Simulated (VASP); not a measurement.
# SiC (Cm) in VASP: a series of runs, part 2 of 2

VASP 6.6.1. Earlier steps stand in the parts before.

**4. Single point, r2SCAN (the part above a cut slid along it)**

The input, POSCAR:

```
SiC
1.0
    2.1781449867     -2.1781449867      0.0000000000
    2.1781449867      0.0000000000     -2.1781449867
   10.5278459788      7.8049469309      7.8049469309
Si C
6 6
Direct
    0.8350701400     -0.1649298600      0.3958000000
    0.2378534733      0.2378534733      0.2291333333
    0.4322868067      0.4322868067      0.5624666667
    0.6267201400      0.6267201400      0.8958000000
    0.0295034733      0.0295034733      0.7291333333
    0.6406368067      0.6406368067      0.0624666667
    0.4843743067      0.4843743067      0.4374666667
   -0.1128423600     -0.1128423600      0.2708000000
    0.0815909733      0.0815909733      0.6041333333
    0.2760243067      0.2760243067      0.9374666667
   -0.3211923600     -0.3211923600      0.7708000000
    0.2899409733      0.2899409733      0.1041333333
```

The input, INCAR.step1:

```
PREC     = Accurate       # precision mode
ENCUT    = 520            # plane-wave cutoff, eV
ISMEAR   = 0              # smearing method
SIGMA    = 0.05           # smearing width, eV
LREAL    = False          # projectors in reciprocal space
LASPH    = True           # aspherical terms in the spheres
NELM     = 60             # most SCF steps
NBANDS   = 36             # bands
GGA      = PE             # functional
ALGO     = Normal         # electronic algorithm
EDIFF    = 1E-4           # SCF threshold, eV
LWAVE    = True           # write WAVECAR
LCHARG   = False          # write CHGCAR
```

The input, INCAR.step2:

```
PREC     = Accurate       # precision mode
ENCUT    = 520            # plane-wave cutoff, eV
EDIFF    = 1E-6           # SCF threshold, eV
ISMEAR   = 0              # smearing method
SIGMA    = 0.05           # smearing width, eV
LREAL    = False          # projectors in reciprocal space
LASPH    = True           # aspherical terms in the spheres
NELM     = 60             # most SCF steps
ALGO     = Normal         # electronic algorithm
ISIF     = 2              # what is computed and relaxed
LWAVE    = False          # write WAVECAR
LCHARG   = False          # write CHGCAR
METAGGA  = R2SCAN         # meta-GGA
LMIXTAU  = True         
NBANDS   = 36             # bands
ISTART   = 1
```

The input, KPOINTS:

```
Automatic mesh
0
Gamma
  10 10 2
```

Potentials or basis: VASP PAW PBE potentials, release 64 (Si, C).

The run is started by

```console
$ cat potpaw_PBE.64/Si/POTCAR potpaw_PBE.64/C/POTCAR > POTCAR
$ cp INCAR.step1 INCAR
$ mpirun -np 1 vasp_std > vasp.out
$ cp INCAR.step2 INCAR
$ mpirun -np 1 vasp_std > vasp.out
```

OUTCAR:

```text
PREC = Accurate
   ENCUT = 520
   EDIFF = 1E-6
   ISMEAR = 0
   LREAL = False
   LASPH = True
   NELM = 60
   ISIF = 2
   METAGGA = R2SCAN
   ISTART = 1

 ion  position               nearest neighbor table
   1  0.835  0.835  0.396-   7 1.89   8 1.89   7 1.89   7 1.89   3 3.08   2 3.08   3 3.08   3 3.08
                             2 3.08   2 3.08
   2  0.238  0.238  0.229-   8 1.89  12 1.89   8 1.89   8 1.89   6 3.08   6 3.08   6 3.08   1 3.08
                             1 3.08   1 3.08
   3  0.432  0.432  0.562-   9 1.89   9 1.89   7 1.89   9 1.89   5 3.08   5 3.08   5 3.08   1 3.08
                             1 3.08   1 3.08
   4  0.627  0.627  0.896-  10 1.89  11 1.89  10 1.89  10 1.89   6 2.55   5 3.08   5 3.08   5 3.08

   5  0.030  0.030  0.729-  11 1.89   9 1.89  11 1.89  11 1.89   3 3.08   3 3.08   3 3.08   4 3.08
                             4 3.08   4 3.08
   6  0.641  0.641  0.062-  12 1.89  12 1.89  12 1.89  10 2.48  10 2.48   4 2.55   2 3.08   2 3.08
                             2 3.08
   7  0.484  0.484  0.437-   1 1.89   3 1.89   1 1.89   1 1.89
   8  0.887  0.887  0.271-   2 1.89   1 1.89   2 1.89   2 1.89
   9  0.082  0.082  0.604-   3 1.89   3 1.89   5 1.89   3 1.89
  10  0.276  0.276  0.937-   4 1.89   4 1.89   4 1.89   6 2.48   6 2.48
  11  0.679  0.679  0.771-   5 1.89   4 1.89   5 1.89   5 1.89
  12  0.290  0.290  0.104-   6 1.89   6 1.89   2 1.89   6 1.89

  LATTYP: Found a base centered monoclinic cell.
 ALAT       =     5.3353438032
 B/A-ratio  =     0.5773502692
 C/A-ratio  =     2.8589576580
 COS(beta)  =    -0.1457524209

  Lattice vectors:

 A1 = (  -2.1781449867,   2.1781449867,  -0.0000000000)
 A2 = (  -2.1781449867,   0.0000000000,   2.1781449867)
 A3 = (  10.5278459788,   7.8049469309,   7.8049469309)

Analysis of symmetry for initial positions (statically):
=====================================================================
 Subroutine PRICEL returns:
 Original cell was already a primitive cell.

 Routine SETGRP: Setting up the symmetry group for a
 base centered monoclinic supercell.

 Subroutine GETGRP returns: Found  2 space group operations
 (whereof  2 operations were pure point group operations)
 out of a pool of  4 trial point group operations.

The static configuration has the point symmetry C_1h.

Analysis of symmetry for dynamics (positions and initial velocities):
=====================================================================
 Subroutine PRICEL returns:
 Original cell was already a primitive cell.

 Routine SETGRP: Setting up the symmetry group for a
 base centered monoclinic supercell.

 Subroutine GETGRP returns: Found  2 space group operations
 (whereof  2 operations were pure point group operations)
 out of a pool of  4 trial point group operations.

The dynamic configuration has the point symmetry C_1h.

 Subroutine INISYM returns: Found  2 space group operations
 (whereof  2 operations are pure point group operations),
 and found     1 'primitive' translations

----------------------------------------------------------------------------------------

                                     Primitive cell

  volume of cell :     124.0057
[... 92 lines left out ...]
   number of dos      NEDOS =    301   number of ions     NIONS =     12
   total plane-waves  NPLWV =  69120
   dimension x,y,z NGX =    24 NGY =   24 NGZ =  120
   dimension x,y,z NGXF=    48 NGYF=   48 NGZF=  240
   ions per type =               6   6
   NGX,Y,Z   is equivalent  to a cutoff of  12.95, 12.95, 13.08 a.u.
   NGXF,Y,Z  is equivalent  to a cutoff of  25.91, 25.91, 26.16 a.u.
 SYSTEM =  unknown system
   PREC   = accura    normal or accurate (medium, high low for compatibility)
   ISTART =      1    job   : 0-new  1-cont  2-samecut
   ICHARG =      0    charge: 1-file 2-atom 10-const
   ISPIN  =      1    spin polarized calculation?
   LNONCOLLINEAR =      F non collinear calculations
   LSORBIT =      F    spin-orbit coupling
   LASPH  =      T    aspherical Exc in radial PAW
   ENCUT  =  520.0 eV  38.22 Ry    6.18 a.u.   5.73  5.73 28.36*2*pi/ulx,y,z
   NELM   =     60;   NELMIN=  2; NELMDL=  0     # of ELM steps
   EDIFF  = 0.1E-05   stopping-criterion for ELM
   LREAL  =      F    real-space projection
   EDIFFG = 0.1E-04   stopping-criterion for IOM
   NSW    =      0    number of steps for IOM
   IBRION =     -1    ionic relax: 0-MD 1-quasi-New 2-CG
   NFREE  =      0    steps in history (QN), initial steepest desc. (CG)
   ISIF   =      2    stress and relaxation
   ISYM   =      2    0-nonsym 1-usesym 2-fastsym
   POTIM  = 0.5000    time-step for ionic-motion
   TEBEG  =    0.0;   TEEND  =   0.0 temperature during run
   PSTRESS=    0.0 pullay stress
   NELECT =      48.0000    total number of electrons
   NUPDOWN=      -1.0000    fix difference up-down
   EMIN   =  10.00;   EMAX   =-10.00  energy-range for DOS
   EFERMI =   0.00;   METHOD = LEGACY
   ISMEAR =     0;   SIGMA  =   0.05  broadening in eV -4-tet -1-fermi 0-gaus
   EFERMI_NEDOS =   21; number of points for ismear=-14 and -15
   IALGO  =     38    algorithm
   IMIX   =      4    mixing-type and parameters
     AMIX     =   0.40;   BMIX     =  1.00
     AMIX_MAG =   1.60;   BMIX_MAG =  1.00
  volume/ion in A,a.u.               =      10.33        69.74
  Fermi-wavevector in a.u.,A,eV,Ry     =   1.193094  2.254621 19.367534  1.423474
  Thomas-Fermi vector in A             =   2.329117
   LORBIT       =      0    0 simple, 1 ext, 2 COOP (PROOUT), +10 PAW based schemes
   METAGGA = R2SCAN    functional components
   LHFCALC =     F    Hartree Fock is set to
   AEXX    =    0.0000 exact exchange contribution
   IVDW    =     0    specifies the selected vdW correction
   LEPSILON=     F    determine dielectric tensor
   LRPA    =     F    only Hartree local field effects (RPA)
 non-spin polarized calculation
 Gauss-broadening in eV      SIGMA  =   0.05
  energy-cutoff  :      520.00
  volume of cell :      124.01
 maximum number of plane-waves:      3368
   NGX = 11   NGY = 11   NGZ = 57

 number of electron      48.0000003 magnetization

 Free energy of the ion-electron system (eV)
  ---------------------------------------------------
  ext. energy  EPLUGINS =         0.00000000
  ---------------------------------------------------
  free energy    TOTEN  =      -113.12299787 eV

  energy without entropy =     -113.12299787  energy(sigma->0) =     -113.12299787

 E-fermi :   8.7039     XC(G=0): -11.9765

 val. band max:        8.4896176455   @ k =   0.1000   0.0000  -0.0000
 cond. band min:       9.2983413809   @ k =   0.5000   0.0000  -0.0000
 fundamental gap:      0.8087237354
 Fermi energy:         8.7038988568

 k-point     1 :       0.0000    0.0000    0.0000
  band No.  band energies     occupation
      1      -8.2341      2.00000
      2      -7.6593      2.00000
      3      -7.5561      2.00000
      4      -6.0913      2.00000
      5      -5.9854      2.00000
      6      -4.5166      2.00000
[... 925 lines left out ...]
     35      16.1022      0.00000
     36      16.4524      0.00000

 [... further k-points ...]

------------------------ aborting loop because EDIFF is reached ----------------------------------------

  FORCE on cell =-STRESS in cart. coord.  units (eV):
  Direction    XX          YY          ZZ          XY          YZ          ZX
  --------------------------------------------------------------------------------------
  -------------------------------------------------------------------------------------
  Total        6.0777567     -3.3682418     -3.3682418      3.5112591      1.5354438      3.5112593
  in kB       78.5257854    -43.5183325    -43.5183325     45.3661431     19.8382298     45.3661459
  external PRESSURE =      -2.8369599 kB  Pullay stress =       0.0000000 kB

 VOLUME and BASIS-vectors are now :
 -----------------------------------------------------------------------------
  energy-cutoff  :      520.00
  volume of cell :      124.01
      direct lattice vectors                 reciprocal lattice vectors
     2.178144987 -2.178144987  0.000000000     0.137092955 -0.322013305  0.137092955
     2.178144987  0.000000000 -2.178144987     0.137092955  0.137092955 -0.322013305
    10.527845979  7.804946931  7.804946931     0.038258855  0.038258855  0.038258855

 POSITION                                       TOTAL-FORCE (eV/Angst)
 -----------------------------------------------------------------------------------
      7.80473      1.27029      1.27029         0.068883      0.046373      0.046373
      3.44844      1.27029      1.27029         0.568863      0.174539      0.174539
      7.80473      3.44844      3.44844         0.060905      0.051128      0.051128
     12.16102      5.62658      5.62658        -0.385075     -0.055604     -0.055604
      7.80473      5.62658      5.62658         0.073637      0.055863      0.055863
      3.44844     -0.90785     -0.90785         0.480306     -0.291049     -0.291049
      6.71566      2.35937      2.35937        -0.052224     -0.056671     -0.056671
      6.71566      0.18122      0.18122        -0.045719     -0.033492     -0.033492
      6.71566      4.53751      4.53751        -0.077292     -0.049991     -0.049991
     11.07195      6.71566      6.71566        -1.733324     -0.024840     -0.024840
     11.07195      4.53751      4.53751        -0.237531     -0.106049     -0.106049
      2.35937      0.18122      0.18122         1.278572      0.289794      0.289794
 -----------------------------------------------------------------------------------
    total drift:                               -0.001399     -0.000542     -0.000542

  FREE ENERGIE OF THE ION-ELECTRON SYSTEM (eV)
  ---------------------------------------------------
  free  energy   TOTEN  =      -113.1229978713 eV

  energy  without entropy=     -113.1229978713  energy(sigma->0) =     -113.12299787
```

It took 33 min on 1 thread of Oxide Virtual Turin-like, shared host; peak memory 0.35 GiB.

Results:

```
Free energy            : -113.1230 eV
Pressure               : -0.3 GPa
Largest force          : 1.734 eV/Å
Band gap on the k mesh : 0.81 eV (least direct gap 1.43 eV)
```

Forces in eV/Å, atoms in the order of the input:
```
Si   0.069  0.046  0.046
Si   0.569  0.175  0.175
Si   0.061  0.051  0.051
Si  -0.385 -0.056 -0.056
Si   0.074  0.056  0.056
Si   0.480 -0.291 -0.291
C   -0.052 -0.057 -0.057
C   -0.046 -0.033 -0.033
C   -0.077 -0.050 -0.050
C   -1.733 -0.025 -0.025
C   -0.238 -0.106 -0.106
C    1.279  0.290  0.290
```

Caveat: the cell differs from its parent crystal (the part above a cut slid along it); the stress differs along the axes, from -4 to 8 GPa; the PAW data sets were made with another functional, which shifts forces and pressure a little.

**5. The runs side by side**

| cell | gap on the mesh (eV) | pressure (GPa) | largest force (eV/Å) |
| --- | --- | --- | --- |
| a = 3.080, b = 3.080, c = 15.863 Å, angles 74.5, 74.5, 60.0°, 12 atoms | 1.39 | -0.5 | 1.32 |
| a = 3.080, b = 3.080, c = 15.149 Å, angles 85.6, 85.6, 60.0°, 12 atoms | 0.51 | 0.0 | 2.49 |
| a = 3.080, b = 3.080, c = 15.254 Å, angles 82.7, 82.7, 60.0°, 12 atoms | 0.81 | -0.3 | 1.73 |

Alike in all rows: task single point; level r2SCAN; potentials or basis VASP PAW PBE potentials, release 64 (Si, C); no spin polarisation; k mesh 10 × 10 × 2; cutoff (eV) 520; smearing gaussian 0.05 eV.

Caveats: the PAW data sets were made with another functional, which shifts forces and pressure a little; the stress differs along the axes, from -10 to 5 GPa (at least some runs); semilocal functionals underestimate gaps, and a narrow one can read as zero (at least some runs); the stress differs along the axes, from -4 to 8 GPa (at least some runs).

Absolute energies hang on the potentials; compare differences alone.
